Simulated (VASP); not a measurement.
Set up this calculation in VASP 6.6.1, as the native input.

```yaml
Task: single point
Functional: r2SCAN
Potentials_or_basis: VASP PAW PBE potentials, release 64 (Si, Ge_d)
Cutoff: 520 eV
k_mesh: 12 × 12 × 4
Occupations: gaussian, width 0.02 eV
Spin: no spin polarisation
Dipole_correction: no
Further_INCAR_settings: ALGO = Normal; EDIFF = 1e-06; NBANDS = 26
```

The system is SiGe.

```
CELL_PARAMETERS angstrom
3.82629 0.00000 0.00000
-1.91315 3.31366 0.00000
0.00000 0.00000 6.32461
ATOMIC_POSITIONS crystal
Si 0.66667 0.33333 0.87434
Si 0.33333 0.66667 0.37434
Ge 0.66667 0.33333 0.50066
Ge 0.33333 0.66667 0.00066
```

This cell differs from its parent crystal: equal strain along all axes, cell held: -2.0 %, then relaxed in part.

The input as run:

POSCAR

```
SiGe
1.0
    3.8262900901      0.0000000000      0.0000000000
   -1.9131450451      3.3136644203      0.0000000000
    0.0000000000      0.0000000000      6.3246060738
Si Ge
2 2
Direct
    0.6666666667      0.3333333333      0.8743361219
    0.3333333333      0.6666666667      0.3743361219
    0.6666666667      0.3333333333      0.5006628781
    0.3333333333      0.6666666667      0.0006628781
```

INCAR.step1

```
PREC = Accurate
ENCUT = 520
ISMEAR = 0
SIGMA = 0.02
LREAL = F
LASPH = T
NELM = 80
NBANDS = 26
GGA = PE
ALGO = Normal
EDIFF = 1E-4
LWAVE = T
LCHARG = F
```

INCAR.step2

```
PREC = Accurate
ENCUT = 520
EDIFF = 1E-6
ISMEAR = 0
SIGMA = 0.02
LREAL = F
LASPH = T
NELM = 80
ALGO = Normal
ISIF = 2
LWAVE = F
LCHARG = F
METAGGA = R2SCAN
LMIXTAU = T
NBANDS = 26
ISTART = 1
```

KPOINTS

```
regular mesh
0
Gamma
  12 12 4
```

Potentials or basis: VASP PAW PBE potentials, release 64 (Si, Ge_d).

Run with:

```sh
$ cat potpaw_PBE.64/Si/POTCAR potpaw_PBE.64/Ge_d/POTCAR > POTCAR
$ cp INCAR.step1 INCAR
$ mpirun -np 1 vasp_std > vasp.out
$ cp INCAR.step2 INCAR
$ mpirun -np 1 vasp_std > vasp.out
```

It gave:

The pressure is 5.8 GPa and the largest force is 0.005 eV/Å. The band gap on the k mesh is 0.56 eV, indirect (least direct gap 0.96 eV).

Caveat: the cell differs from its parent crystal (equal strain along all axes, cell held: -2.0 %, then relaxed in part); the PAW data sets were made with another functional, which shifts forces and pressure a little.

Wall time 2.6 min on 1 thread of Intel(R) Xeon(R) 6975P-C (Granite Rapids), with other jobs on the host, peak memory 0.25 GiB.
